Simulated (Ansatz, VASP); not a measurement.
TiCo3: VASP beside Ansatz

File INCAR:

```
PREC = Accurate
ENCUT = 520
EDIFF = 1E-6
ISMEAR = -1
SIGMA = 0.15
LREAL = F
LASPH = T
NELM = 60
ALGO = Fast
ISIF = 2
LWAVE = F
LCHARG = T
GGA = CA
LELF = T
LVHAR = T
NBANDS = 28
```

KPOINTS

```
Automatic mesh
0
Gamma
  12 12 12
```

File POSCAR:

```
TiCo3
1.0
    3.4707694716      0.0000000000      0.0000000000
    0.0000000000      3.4707694716      0.0000000000
    0.0000000000      0.0000000000      3.4707694716
Ti Co
1 3
Direct
    0.0000000000      0.0000000000      0.0000000000
    0.0000000000      0.5000000000      0.5000000000
    0.5000000000      0.0000000000      0.5000000000
    0.5000000000      0.5000000000      0.0000000000
```

Input for Ansatz:

```yaml
crystal:
  lattice:
    - [3.4707694716, 0.0, 0.0]
    - [0.0, 3.4707694716, 0.0]
    - [0.0, 0.0, 3.4707694716]
  atoms:
    - { symbol: Ti, position: [0.0, 0.0, 0.0] }
    - { symbol: Co, position: [0.0, 0.5, 0.5] }
    - { symbol: Co, position: [0.5, 0.0, 0.5] }
    - { symbol: Co, position: [0.5, 0.5, 0.0] }
basis:
  ecutwfc: 420
kpoints:
  mp_grid: { grid: [12, 12, 12] }
hamiltonian:
  xc: lda
scf:
  occupations: { method: fermi_dirac, width: 0.15 }
output:
  forces: true
  stress: true
  eigenvalues: true
```

Alike in both runs: task single point; functional LDA; k mesh 12 × 12 × 12; occupations fermi-dirac, width 0.15 eV; no spin polarisation.

```csv
,VASP,Ansatz
version,VASP 6.6.1,Ansatz 0.2.0
potentials or method,"VASP PAW LDA potentials, release 64 (Ti_sv, Co), cutoff 520 eV","scalar-relativistic, plane waves, PAW"
valence electrons in the cell,39,63
```

```tsv
	VASP	Ansatz	Ansatz less VASP
gap on the k mesh at the Fermi level (eV)	none	none	-
pressure (GPa)	4.9	5.4	+0.56
```

LDA's correlation is that of Perdew and Zunger in VASP and of Perdew and Wang (1992) in Ansatz. A gap of «none» marks a metal or a gap that the smearing closes. VASP's potentials hold 39 valence electrons a cell and Ansatz's 63, so a difference there can come from the potentials and not from the codes.
